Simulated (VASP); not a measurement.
# SiC (P6_3mc) in VASP: further runs

Runs on SiC. Level: PBE. Tasks: single point.

All numbers are computed with VASP 6.6.1; they aren't measurements. Logs are shortened: lines on timing, memory, paths and dates and some standing lists are left out, and cuts for length are marked.

## (1) The cell of the first run

Symmetry: P6_3mc, No. 186, hexagonal system. Conventional cell: a = 3.077 Å, b = 3.077 Å, c = 15.098 Å, α = 90.00°, β = 90.00°, γ = 120.00°. Within 2.5 Å of Si (site symmetry 3m) lie 4 C at 1.88 to 1.89 Å. Within 2.5 Å of Si (site symmetry 3m) lie 4 C at 1.88 to 1.89 Å. Si (site symmetry 3m) has 4 C at 1.89 Å within 2.5 Å. C (site symmetry 3m) has 4 Si at 1.88 to 1.89 Å within 2.5 Å. C (site symmetry 3m) has 4 Si at 1.88 to 1.89 Å within 2.5 Å. C (site symmetry 3m) has 4 Si at 1.89 Å within 2.5 Å.

## (2) Single point, PBE

Input file INCAR:

```
SYSTEM = SiC
PREC = Accurate
ENCUT = 520
EDIFF = 1E-7
ISMEAR = 0
SIGMA = 0.1
LREAL = .False.
LASPH = .True.
NELM = 80
ALGO = Normal
ISIF = 2
LWAVE = .False.
LCHARG = .False.
GGA = PE
NBANDS = 36
```

Input file KPOINTS:

```
Automatic mesh
0
Gamma
  6 6 2
  0 0 0
```

Input file POSCAR:

```
SiC
1.0
    3.0766210100      0.0000000000      0.0000000000
   -1.5383105100      2.6644319500      0.0000000000
    0.0000000000      0.0000000000     15.0980843200
Si C
6 6
Direct
    0.3333333300      0.6666666700      0.8329861500
    0.6666666700      0.3333333300      0.3329861500
    0.6666666700      0.3333333300      0.6665006000
    0.3333333300      0.6666666700      0.1665006000
    0.0000000000      0.0000000000      0.4997294200
    0.0000000000      0.0000000000      0.9997294200
    0.0000000000      0.0000000000      0.8743664100
    0.0000000000      0.0000000000      0.3743664100
    0.3333333300      0.6666666700      0.7079967800
    0.6666666700      0.3333333300      0.2079967800
    0.6666666700      0.3333333300      0.5415216400
    0.3333333300      0.6666666700      0.0415216400
```

Potentials or basis: VASP PAW PBE potentials, release 64 (Si, C).

Started as:

```sh
$ cat potpaw_PBE.64/Si/POTCAR potpaw_PBE.64/C/POTCAR > POTCAR
$ mpirun -np 1 vasp_std > vasp.out
```

OUTCAR:

```text
SYSTEM = SiC
   PREC = Accurate
   ENCUT = 520
   EDIFF = 1E-7
   ISMEAR = 0
   LREAL = .False.
   LASPH = .True.
   NELM = 80
   ISIF = 2
   GGA = PE

 ion  position               nearest neighbor table
   1  0.333  0.667  0.833-   7 1.88   7 1.88   7 1.88   9 1.89   3 3.08   3 3.08   3 3.08   6 3.08
                             6 3.08   6 3.08
   2  0.667  0.333  0.333-   8 1.88   8 1.88   8 1.88  10 1.89   4 3.08   4 3.08   4 3.08   5 3.08
                             5 3.08   5 3.08
   3  0.667  0.333  0.667-   9 1.88   9 1.88   9 1.88  11 1.89   1 3.08   1 3.08   1 3.08   5 3.08
                             5 3.08   5 3.08
   4  0.333  0.667  0.167-  10 1.88  10 1.88  10 1.88  12 1.89   2 3.08   2 3.08   2 3.08   6 3.08
                             6 3.08   6 3.08
   5  0.000  0.000  0.500-  11 1.89  11 1.89  11 1.89   8 1.89   2 3.08   2 3.08   2 3.08   3 3.08
                             3 3.08   3 3.08
   6  0.000  0.000  1.000-  12 1.89  12 1.89  12 1.89   7 1.89   1 3.08   1 3.08   1 3.08   4 3.08
                             4 3.08   4 3.08
   7  0.000  0.000  0.874-   1 1.88   1 1.88   1 1.88   6 1.89
   8  0.000  0.000  0.374-   2 1.88   2 1.88   2 1.88   5 1.89
   9  0.333  0.667  0.708-   3 1.88   3 1.88   3 1.88   1 1.89
  10  0.667  0.333  0.208-   4 1.88   4 1.88   4 1.88   2 1.89
  11  0.667  0.333  0.542-   5 1.89   5 1.89   5 1.89   3 1.89
  12  0.333  0.667  0.042-   6 1.89   6 1.89   6 1.89   4 1.89

  LATTYP: Found a hexagonal cell.
 ALAT       =     3.0766210100
 C/A-ratio  =     4.9073591680

  Lattice vectors:

 A1 = (   3.0766210100,   0.0000000000,   0.0000000000)
 A2 = (  -1.5383105100,   2.6644319500,   0.0000000000)
 A3 = (   0.0000000000,   0.0000000000,  15.0980843200)

Analysis of symmetry for initial positions (statically):
=====================================================================
 Subroutine PRICEL returns:
 Original cell was already a primitive cell.

 Routine SETGRP: Setting up the symmetry group for a
 hexagonal supercell.

 Subroutine GETGRP returns: Found 12 space group operations
 (whereof  6 operations were pure point group operations)
 out of a pool of 24 trial point group operations.

The static configuration has the point symmetry C_3v.
 The point group associated with its full space group is C_6v.

Analysis of symmetry for dynamics (positions and initial velocities):
=====================================================================
 Subroutine PRICEL returns:
 Original cell was already a primitive cell.

 Routine SETGRP: Setting up the symmetry group for a
 hexagonal supercell.

 Subroutine GETGRP returns: Found 12 space group operations
 (whereof  6 operations were pure point group operations)
 out of a pool of 24 trial point group operations.

The dynamic configuration has the point symmetry C_3v.
 The point group associated with its full space group is C_6v.

 Subroutine INISYM returns: Found 12 space group operations
 (whereof  6 operations are pure point group operations),
 and found     1 'primitive' translations

----------------------------------------------------------------------------------------

                                     Primitive cell

  volume of cell :     123.7658

  direct lattice vectors                    reciprocal lattice vectors
     3.076621010  0.000000000  0.000000000     0.325031909  0.187657261  0.000000000
    -1.538310510  2.664431950  0.000000000     0.000000000  0.375314521  0.000000000
     0.000000000  0.000000000 15.098084320     0.000000000  0.000000000  0.066233568

  length of vectors
     3.076621010  3.076621010 15.098084320     0.375314521  0.375314521  0.066233568

  position of ions in fractional coordinates (direct lattice)
     0.333333330  0.666666670  0.832986150
     0.666666670  0.333333330  0.332986150
     0.666666670  0.333333330  0.666500600
     0.333333330  0.666666670  0.166500600
     0.000000000  0.000000000  0.499729420
     0.000000000  0.000000000  0.999729420
     0.000000000  0.000000000  0.874366410
     0.000000000  0.000000000  0.374366410
     0.333333330  0.666666670  0.707996780
     0.666666670  0.333333330  0.207996780
     0.666666670  0.333333330  0.541521640
     0.333333330  0.666666670  0.041521640

  ion indices of the primitive-cell ions
   primitive index   ion index
                 1           1
                 2           2
[... 25 lines left out ...]

  Length of vectors
     0.062552420  0.062552420  0.033116784

  Shift w.r.t. Gamma in fractional coordinates (k-lattice)
     0.000000000  0.000000000  0.000000000

 Subroutine IBZKPT returns following result:
 ===========================================

 Found     14 irreducible k-points:

 Following reciprocal coordinates:
            Coordinates               Weight
  0.000000  0.000000  0.000000      1.000000
  0.166667  0.000000  0.000000      6.000000
  0.333333  0.000000  0.000000      6.000000
  0.500000  0.000000  0.000000      3.000000
  0.166667  0.166667  0.000000      6.000000
  0.333333  0.166667  0.000000     12.000000
  0.333333  0.333333  0.000000      2.000000
  0.000000  0.000000  0.500000      1.000000
  0.166667  0.000000  0.500000      6.000000
  0.333333  0.000000  0.500000      6.000000
  0.500000  0.000000  0.500000      3.000000
  0.166667  0.166667  0.500000      6.000000
  0.333333  0.166667  0.500000     12.000000
  0.333333  0.333333  0.500000      2.000000
   k-points           NKPTS =     14   k-points in BZ     NKDIM =     14   number of bands    NBANDS=     36
   number of dos      NEDOS =    301   number of ions     NIONS =     12
   total plane-waves  NPLWV =  64512
   dimension x,y,z NGX =    24 NGY =   24 NGZ =  112
   dimension x,y,z NGXF=    48 NGYF=   48 NGZF=  224
   ions per type =               6   6
   NGX,Y,Z   is equivalent  to a cutoff of  12.97, 12.97, 12.33 a.u.
   NGXF,Y,Z  is equivalent  to a cutoff of  25.94, 25.94, 24.66 a.u.
 SYSTEM =  SiC
   PREC   = accura    normal or accurate (medium, high low for compatibility)
   ISTART =      0    job   : 0-new  1-cont  2-samecut
   ICHARG =      2    charge: 1-file 2-atom 10-const
   ISPIN  =      1    spin polarized calculation?
   LNONCOLLINEAR =      F non collinear calculations
   LSORBIT =      F    spin-orbit coupling
   LASPH  =      T    aspherical Exc in radial PAW
   ENCUT  =  520.0 eV  38.22 Ry    6.18 a.u.   5.72  5.72 28.07*2*pi/ulx,y,z
   NELM   =     80;   NELMIN=  2; NELMDL= -5     # of ELM steps
   EDIFF  = 0.1E-06   stopping-criterion for ELM
   LREAL  =      F    real-space projection
   EDIFFG = 0.1E-05   stopping-criterion for IOM
   NSW    =      0    number of steps for IOM
   IBRION =     -1    ionic relax: 0-MD 1-quasi-New 2-CG
   NFREE  =      0    steps in history (QN), initial steepest desc. (CG)
   ISIF   =      2    stress and relaxation
   ISYM   =      2    0-nonsym 1-usesym 2-fastsym
   POTIM  = 0.5000    time-step for ionic-motion
   TEBEG  =    0.0;   TEEND  =   0.0 temperature during run
   PSTRESS=    0.0 pullay stress
   NELECT =      48.0000    total number of electrons
   NUPDOWN=      -1.0000    fix difference up-down
   EMIN   =  10.00;   EMAX   =-10.00  energy-range for DOS
   EFERMI =   0.00;   METHOD = LEGACY
   ISMEAR =     0;   SIGMA  =   0.10  broadening in eV -4-tet -1-fermi 0-gaus
   EFERMI_NEDOS =   21; number of points for ismear=-14 and -15
   IALGO  =     38    algorithm
   IMIX   =      4    mixing-type and parameters
     AMIX     =   0.40;   BMIX     =  1.00
     AMIX_MAG =   1.60;   BMIX_MAG =  1.00
  volume/ion in A,a.u.               =      10.31        69.60
  Fermi-wavevector in a.u.,A,eV,Ry     =   1.193865  2.256077 19.392557  1.425313
  Thomas-Fermi vector in A             =   2.329869
   LORBIT       =      0    0 simple, 1 ext, 2 COOP (PROOUT), +10 PAW based schemes
   GGA     = PE    functional components
   LHFCALC =     F    Hartree Fock is set to
   AEXX    =    0.0000 exact exchange contribution
   IVDW    =     0    specifies the selected vdW correction
   LEPSILON=     F    determine dielectric tensor
   LRPA    =     F    only Hartree local field effects (RPA)
 non-spin polarized calculation
 Gauss-broadening in eV      SIGMA  =   0.10
  energy-cutoff  :      520.00
  volume of cell :      123.77
 maximum number of plane-waves:      3356
 NGX is ok and might be reduce to    24
   NGX = 11   NGY = 11   NGZ = 57

 number of electron      47.9999998 magnetization

 Free energy of the ion-electron system (eV)
  ---------------------------------------------------
  ext. energy  EPLUGINS =         0.00000000
  ---------------------------------------------------
  free energy    TOTEN  =       -90.31468485 eV

  energy without entropy =      -90.31468485  energy(sigma->0) =      -90.31468485

 E-fermi :   8.6556     XC(G=0): -11.3670

 val. band max:        8.1920611730   @ k =   0.0000   0.0000   0.0000
 cond. band min:      10.2134467609   @ k =   0.5000   0.0000   0.0000
 fundamental gap:      2.0213855878
 Fermi energy:         8.6556160336

 k-point     1 :       0.0000    0.0000    0.0000
  band No.  band energies     occupation
      1      -7.2908      2.00000
      2      -6.7685      2.00000
      3      -6.7319      2.00000
      4      -5.2346      2.00000
      5      -5.2050      2.00000
      6      -3.7133      2.00000
[... 535 lines left out ...]
     35      17.5070      0.00000
     36      17.5070      0.00000

------------------------ aborting loop because EDIFF is reached ----------------------------------------

  FORCE on cell =-STRESS in cart. coord.  units (eV):
  Direction    XX          YY          ZZ          XY          YZ          ZX
  --------------------------------------------------------------------------------------
  -------------------------------------------------------------------------------------
  Total        3.0539061      3.0539061      2.8642877     -0.0000000      0.0000000      0.0000000
  in kB       39.5335469     39.5335468     37.0788916     -0.0000001      0.0000000      0.0000000
  external PRESSURE =      38.7153284 kB  Pullay stress =       0.0000000 kB

 VOLUME and BASIS-vectors are now :
 -----------------------------------------------------------------------------
  energy-cutoff  :      520.00
  volume of cell :      123.77
      direct lattice vectors                 reciprocal lattice vectors
     3.076621010  0.000000000  0.000000000     0.325031909  0.187657261  0.000000000
    -1.538310510  2.664431950  0.000000000     0.000000000  0.375314521  0.000000000
     0.000000000  0.000000000 15.098084320     0.000000000  0.000000000  0.066233568

 POSITION                                       TOTAL-FORCE (eV/Angst)
 -----------------------------------------------------------------------------------
     -0.00000      1.77629     12.57650         0.000000     -0.000000      0.006533
      1.53831      0.88814      5.02745        -0.000000      0.000000      0.006533
      1.53831      0.88814     10.06288        -0.000000     -0.000000      0.005018
     -0.00000      1.77629      2.51384         0.000000      0.000000      0.005018
      0.00000      0.00000      7.54496         0.000000      0.000000     -0.003150
      0.00000      0.00000     15.09400        -0.000000      0.000000     -0.003150
      0.00000      0.00000     13.20126        -0.000000     -0.000000      0.000421
      0.00000      0.00000      5.65222        -0.000000     -0.000000      0.000421
     -0.00000      1.77629     10.68940         0.000000     -0.000000     -0.003735
      1.53831      0.88814      3.14035        -0.000000      0.000000     -0.003735
      1.53831      0.88814      8.17594        -0.000000     -0.000000     -0.005089
     -0.00000      1.77629      0.62690         0.000000     -0.000000     -0.005089
 -----------------------------------------------------------------------------------
    total drift:                               -0.000000     -0.000000      0.000151

  FREE ENERGIE OF THE ION-ELECTRON SYSTEM (eV)
  ---------------------------------------------------
  free  energy   TOTEN  =       -90.3146848533 eV

  energy  without entropy=      -90.3146848533  energy(sigma->0) =      -90.31468485
```

It took 87 s on 1 thread of Intel Xeon 8259CL, shared host; peak memory 0.25 GiB.

What came out:

- Free energy: -90.3147 eV
- Pressure: 3.9 GPa
- Largest force: 0.007 eV/Å
- Band gap on the k mesh: 2.02 eV (least direct gap 3.12 eV)

Forces in eV/Å, atoms in the order of the input:
```
Si   0.000  0.000  0.007
Si   0.000  0.000  0.007
Si   0.000  0.000  0.005
Si   0.000  0.000  0.005
Si   0.000  0.000 -0.003
Si   0.000  0.000 -0.003
C    0.000  0.000  0.000
C    0.000  0.000  0.000
C    0.000  0.000 -0.004
C    0.000  0.000 -0.004
C    0.000  0.000 -0.005
C    0.000  0.000 -0.005
```

Stress tensor (GPa, compression positive):
```
3.95 0.00 0.00
0.00 3.95 0.00
0.00 0.00 3.71
```

Levels at points of the mesh, in eV from the valence-band top:
| k point | band 22 | band 23 | band 24 | band 25 | band 26 | band 27 |
| --- | --- | --- | --- | --- | --- | --- |
| (0.00, 0.00, 0.00) | -0.04 | 0.00 | 0.00 | 5.21 | 5.38 | 5.79 |
| (0.50, 0.00, 0.00) | -1.78 | -1.66 | -1.10 | 2.02 | 2.21 | 3.22 |
| (0.00, 0.00, 0.50) | -0.10 | -0.10 | -0.10 | 5.27 | 5.27 | 6.02 |
| (0.50, 0.00, 0.50) | -1.72 | -1.31 | -1.31 | 2.07 | 2.07 | 3.44 |

Caveat: the cell stands under pressure. A k mesh can miss the band edges.

## (3) Single point, PBE

This run uses another cell than the first one, of 10.50 Å³/atom.

Input file INCAR:

```
ALGO = Normal
EDIFF = 1E-6
ENCUT = 520
GGA = PE
ISIF = 2
ISMEAR = 0
LASPH = T
LCHARG = F
LREAL = F
LWAVE = F
NBANDS = 36
NELM = 100
PREC = Accurate
SIGMA = 0.02
```

Input file KPOINTS:

```
k-points
0
Gamma
  12 12 2
```

Input file POSCAR:

```
SiC
1.0
    3.0950015819      0.0000000029      0.0000000000
   -1.5475007935      2.6803499933      0.0000000000
    0.0000000000      0.0000000000     15.1865709587
Si C
6 6
Direct
    0.3333333333      0.6666666667      0.8329927008
    0.6666666667      0.3333333333      0.3329927008
    0.6666666667      0.3333333333      0.6665012400
    0.3333333333      0.6666666667      0.1665012400
    0.0000000000      0.0000000000      0.4997230252
    0.0000000000      0.0000000000      0.9997230252
    0.0000000000      0.0000000000      0.8743713553
    0.0000000000      0.0000000000      0.3743713553
    0.3333333333      0.6666666667      0.7079991940
    0.6666666667      0.3333333333      0.2079991940
    0.6666666667      0.3333333333      0.5415134847
    0.3333333333      0.6666666667      0.0415134847
```

Potentials or basis: VASP PAW PBE potentials, release 64 (Si, C).

Started as:

```sh
$ cat potpaw_PBE.64/Si/POTCAR potpaw_PBE.64/C/POTCAR > POTCAR
$ mpirun -np 1 vasp_std > vasp.out
```

It took 3.2 min on 1 thread of Intel Xeon 8259CL, shared host; peak memory 0.31 GiB.

The run converged. Its results:

| Item | Value |
| --- | --- |
| Free energy | -90.3738 eV |
| Pressure | 0.0 GPa |
| Band gap on the k mesh | 2.03 eV (least direct gap 3.12 eV) |

Levels at points of the mesh, in eV from the valence-band top:
```csv
k point,band 22,band 23,band 24,band 25,band 26,band 27
"(0.00, 0.00, 0.00)",-0.04,0.00,0.00,5.05,5.22,5.63
"(0.50, 0.00, 0.00)",-1.77,-1.65,-1.10,2.03,2.21,3.19
"(0.00, 0.00, 0.50)",-0.10,-0.10,-0.10,5.12,5.12,5.86
"(0.50, 0.00, 0.50)",-1.70,-1.30,-1.30,2.07,2.07,3.41
```

A k mesh can miss the band edges.
